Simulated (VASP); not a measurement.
Here is a VASP 6.6.1 calculation.

The input INCAR:

```
SYSTEM = TiO2
PREC = Accurate
ENCUT = 520
EDIFF = 1E-7
ISMEAR = 0
SIGMA = 0.05
LREAL = .False.
LASPH = .True.
NELM = 150
ALGO = Normal
ISIF = 2
LWAVE = .False.
LCHARG = .True.
LMAXMIX = 4
LDAU = .True.
LDAUTYPE = 2
LDAUL = 2 -1
LDAUU = 4 0
LDAUJ = 0 0
LDAUPRINT = 1
GGA = PE
IVDW = 12
LELF = .True.
LVHAR = .True.
NBANDS = 19
```

KPOINTS

```
regular mesh
0
Gamma
  12 12 12
  0 0 0
```

File POSCAR:

```
TiO2
1.0
    1.5661096741      0.9041938419      4.5148853757
   -1.5661096741      0.9041938419      4.5148853757
    0.0000000000     -1.8083876838      4.5148853757
Ti O
1 2
Direct
    0.0000000000      0.0000000000      0.0000000000
    0.6017580785      0.6017580785      0.6017580785
    0.3982419215      0.3982419215      0.3982419215
```

Potentials or basis: VASP PAW PBE potentials, release 64 (Ti_sv, O).

Command:

```sh
$ cat potpaw_PBE.64/Ti_sv/POTCAR potpaw_PBE.64/O/POTCAR > POTCAR
$ mpirun -np 1 vasp_std > vasp.out
```

Question: What does it give for the largest force?

Answer: 0.557 eV/Å.

Question: Predict the band gap on the k mesh.

Answer: 2.55 eV (least direct gap 2.86 eV).

Eigenvalues of the final occupation matrices:
| site | spin | trace | eigenvalues |
| --- | --- | --- | --- |
| site 1 d | 1 | 0.78 | 0.09 0.09 0.09 0.26 0.26 |
| site 1 d | 2 | 0.78 | 0.09 0.09 0.09 0.26 0.26 |

 A k mesh can miss the band edges.
